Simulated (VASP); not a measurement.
# SnSe2 in VASP: single point with PBE

Aim: the single point of SnSe2 with PBE.

Program: VASP 6.6.1. These are calculated values, not measurements. Logs are shortened: lines on timing, memory, paths and dates and some standing lists are left out, and cuts for length are marked.

## 1. The cell of the first run

The cell holds a slab with vacuum, 6 atoms: a = 3.811 Å, b = 3.811 Å, c = 24.206 Å, α = 90.00°, β = 90.00°, γ = 120.00°.

## 2. Single point, PBE

INCAR

```
ALGO = Normal ; DIPOL = 0.5 0.5 0.500
EDIFF = 1E-6 ; ENCUT = 400
GGA = PE ; GGA_COMPAT = False
IDIPOL = 3 ; ISIF = 2
ISMEAR = -1 ; LASPH = True
LCHARG = False ; LDIPOL = True
LREAL = False ; LWAVE = False
NBANDS = 35 ; NELM = 120
NELMDL = -8 ; PREC = Accurate
SIGMA = 0.05
```

KPOINTS

```
k-points
0
Gamma
  8 8 1
```

POSCAR

```
SnSe2
1.0
    3.8109987816      0.0000000000      0.0000000000
   -1.9054993908      3.3004217586      0.0000000000
    0.0000000000      0.0000000000     24.2055000000
Se Sn
4 2
Direct
    0.6666666667      0.3333333334      0.3098469356
    0.3333333333      0.6666666666      0.4366156452
    0.6666666667      0.3333333334      0.5633843548
    0.3333333333      0.6666666666      0.6901530644
    0.0000000000      0.0000000000      0.3732312904
    0.0000000000      0.0000000000      0.6267687096
```

Potentials or basis: VASP PAW PBE potentials, release 64 (Se, Sn_d).

The run is started by

```bash
$ cat potpaw_PBE.64/Se/POTCAR potpaw_PBE.64/Sn_d/POTCAR > POTCAR
$ mpirun -np 1 vasp_std > vasp.out
```

OUTCAR:

```text
EDIFF = 1E-6
   ENCUT = 400
   GGA = PE
   ISIF = 2
   ISMEAR = -1
   LASPH = True
   LREAL = False
   NELM = 120
   NELMDL = -8
   PREC = Accurate

 ion  position               nearest neighbor table
   1  0.667  0.333  0.310-   5 2.68   5 2.68   5 2.68
   2  0.333  0.667  0.437-   5 2.68   5 2.68   5 2.68
   3  0.667  0.333  0.563-   6 2.68   6 2.68   6 2.68
   4  0.333  0.667  0.690-   6 2.68   6 2.68   6 2.68
   5  0.000  0.000  0.373-   2 2.68   1 2.68   2 2.68   1 2.68   1 2.68   2 2.68
   6  0.000  0.000  0.627-   4 2.68   3 2.68   4 2.68   3 2.68   3 2.68   4 2.68

  LATTYP: Found a hexagonal cell.
 ALAT       =     3.8109987816
 C/A-ratio  =     6.3514845811

  Lattice vectors:

 A1 = (   3.8109987816,   0.0000000000,   0.0000000000)
 A2 = (  -1.9054993908,   3.3004217586,   0.0000000000)
 A3 = (   0.0000000000,   0.0000000000,  24.2055000000)

Analysis of symmetry for initial positions (statically):
=====================================================================
 Subroutine PRICEL returns:
 Original cell was already a primitive cell.

 Routine SETGRP: Setting up the symmetry group for a
 hexagonal supercell.

 Subroutine GETGRP returns: Found 12 space group operations
 (whereof 12 operations were pure point group operations)
 out of a pool of 24 trial point group operations.

The static configuration has the point symmetry D_3d.

Analysis of symmetry for dynamics (positions and initial velocities):
=====================================================================
 Subroutine PRICEL returns:
 Original cell was already a primitive cell.

 Routine SETGRP: Setting up the symmetry group for a
 hexagonal supercell.

 Subroutine GETGRP returns: Found 12 space group operations
 (whereof 12 operations were pure point group operations)
 out of a pool of 24 trial point group operations.

The dynamic configuration has the point symmetry D_3d.

 Subroutine INISYM returns: Found 12 space group operations
 (whereof 12 operations are pure point group operations),
 and found     1 'primitive' translations

----------------------------------------------------------------------------------------

                                     Primitive cell

  volume of cell :     304.4544

  direct lattice vectors                    reciprocal lattice vectors
     3.810998782  0.000000000  0.000000000     0.262398405  0.151495789  0.000000000
[... 88 lines left out ...]
   TEBEG  =    0.0;   TEEND  =   0.0 temperature during run
   PSTRESS=    0.0 pullay stress
   NELECT =      52.0000    total number of electrons
   NUPDOWN=      -1.0000    fix difference up-down
   EMIN   =  10.00;   EMAX   =-10.00  energy-range for DOS
   EFERMI =   0.00;   METHOD = LEGACY
   ISMEAR =    -1;   SIGMA  =   0.05  broadening in eV -4-tet -1-fermi 0-gaus
   EFERMI_NEDOS =   21; number of points for ismear=-14 and -15
   IALGO  =     38    algorithm
   IMIX   =      4    mixing-type and parameters
     AMIX     =   0.40;   BMIX     =  1.00
     AMIX_MAG =   1.60;   BMIX_MAG =  1.00
  volume/ion in A,a.u.               =      50.74       342.43
  Fermi-wavevector in a.u.,A,eV,Ry     =   0.908312  1.716461 11.225230  0.825031
  Thomas-Fermi vector in A             =   2.032224
   LORBIT       =      0    0 simple, 1 ext, 2 COOP (PROOUT), +10 PAW based schemes
   GGA     = PE    functional components
   LHFCALC =     F    Hartree Fock is set to
   AEXX    =    0.0000 exact exchange contribution
   IVDW    =     0    specifies the selected vdW correction
   LEPSILON=     F    determine dielectric tensor
   LRPA    =     F    only Hartree local field effects (RPA)
 non-spin polarized calculation
  energy-cutoff  :      400.00
  volume of cell :      304.45
 maximum number of plane-waves:      5575
 NGX is ok and might be reduce to    28
   NGX = 13   NGY = 13   NGZ = 79

 dipolmoment           0.000000      0.000000     -0.000000 electrons x Angstroem

 number of electron      51.9999989 magnetization

 dipolmoment           0.000000      0.000000      0.000000 electrons x Angstroem

 Free energy of the ion-electron system (eV)
  ---------------------------------------------------
  ext. energy  EPLUGINS =         0.00000000
  ---------------------------------------------------
  free energy    TOTEN  =       -23.54265754 eV

  energy without entropy =      -23.54262894  energy(sigma->0) =      -23.54264324

 E-fermi :  -0.4609     XC(G=0):  -5.2133

 val. band max:       -0.9280980124   @ k =   0.1250   0.0000   0.0000
 cond. band min:      -0.0535436476   @ k =   0.5000   0.0000   0.0000
 fundamental gap:      0.8745543648
 Fermi energy:        -0.4608537535

 k-point     1 :       0.0000    0.0000    0.0000
  band No.  band energies     occupation
      1     -22.0783      2.00000
      2     -22.0783      2.00000
      3     -22.0783      2.00000
      4     -22.0783      2.00000
      5     -22.0388      2.00000
      6     -22.0387      2.00000
[... 369 lines left out ...]
     34       5.8843      0.00000
     35       6.0991      0.00000

------------------------ aborting loop because EDIFF is reached ----------------------------------------

 vacuum level on the upper side and lower side of the slab       (xc-potential included)        -0.136        -0.136

  FORCE on cell =-STRESS in cart. coord.  units (eV):
  Direction    XX          YY          ZZ          XY          YZ          ZX
  --------------------------------------------------------------------------------------
  -------------------------------------------------------------------------------------
  Total        4.3927181      4.3927181      5.4105273     -0.0000000     -0.0000000      0.0000000
  in kB       23.1164747     23.1164747     28.4726486     -0.0000000     -0.0000000      0.0000000
  external PRESSURE =      24.9018660 kB  Pullay stress =       0.0000000 kB

 VOLUME and BASIS-vectors are now :
 -----------------------------------------------------------------------------
  energy-cutoff  :      400.00
  volume of cell :      304.45
      direct lattice vectors                 reciprocal lattice vectors
     3.810998782  0.000000000  0.000000000     0.262398405  0.151495789  0.000000000
    -1.905499391  3.300421759  0.000000000     0.000000000  0.302991579  0.000000000
     0.000000000  0.000000000 24.205500000     0.000000000  0.000000000  0.041312925

 POSITION                                       TOTAL-FORCE (eV/Angst)
 -----------------------------------------------------------------------------------
      1.90550      1.10014      7.50000         0.000000      0.000000     -0.816329
     -0.00000      2.20028     10.56850        -0.000000     -0.000000      0.740231
      1.90550      1.10014     13.63700        -0.000000      0.000000     -0.740231
     -0.00000      2.20028     16.70550        -0.000000     -0.000000      0.816329
      0.00000      0.00000      9.03425         0.000000     -0.000000     -0.037441
      0.00000      0.00000     15.17125        -0.000000      0.000000      0.037441
 -----------------------------------------------------------------------------------
    total drift:                               -0.000000      0.000000      0.000000

  FREE ENERGIE OF THE ION-ELECTRON SYSTEM (eV)
  ---------------------------------------------------
  free  energy   TOTEN  =       -23.5426575446 eV

  energy  without entropy=      -23.5426289433  energy(sigma->0) =      -23.54264324

 vacuum level on the upper side and lower side of the slab         5.026         5.026
```

OSZICAR:

```text
N       E                     dE             d eps       ncg     rms          rms(c)
DAV:   1     0.415057058802E+03    0.41506E+03   -0.20400E+04   772   0.117E+03
DAV:   2     0.291105942193E+02   -0.38595E+03   -0.37374E+03   826   0.295E+02
DAV:   3    -0.219141444046E+02   -0.51025E+02   -0.50548E+02   853   0.130E+02
[... 16 lines left out ...]
DAV:  20    -0.235426435513E+02   -0.13933E-04   -0.34797E-07   598   0.273E-03    0.921E-04
DAV:  21    -0.235426503758E+02   -0.68245E-05   -0.11726E-07   590   0.130E-03    0.136E-03
DAV:  22    -0.235426550303E+02   -0.46545E-05   -0.86611E-08   571   0.870E-04    0.423E-04
DAV:  23    -0.235426571836E+02   -0.21533E-05   -0.60586E-08   563   0.664E-04    0.348E-04
DAV:  24    -0.235426575446E+02   -0.36101E-06   -0.91847E-09   534   0.499E-04
   1 F= -.23542658E+02 E0= -.23542643E+02  d E =-.286014E-04
```

Wall time 87 s (1 thread of Intel Xeon 6975P-C (Granite Rapids), shared host); peak memory 0.34 GiB.

What came out:

```
Free energy            : -23.5427 eV
Largest force          : 0.816 eV/Å
Band gap on the k mesh : 0.87 eV, indirect (least direct gap 1.14 eV)
```

Forces on the atoms (eV/Å):
```
Se   0.000  0.000 -0.816
Se   0.000  0.000  0.740
Se   0.000  0.000 -0.740
Se   0.000  0.000  0.816
Sn   0.000  0.000 -0.037
Sn   0.000  0.000  0.037
```

Caveat: spin-orbit coupling is left out, which moves the levels of the heavy elements.
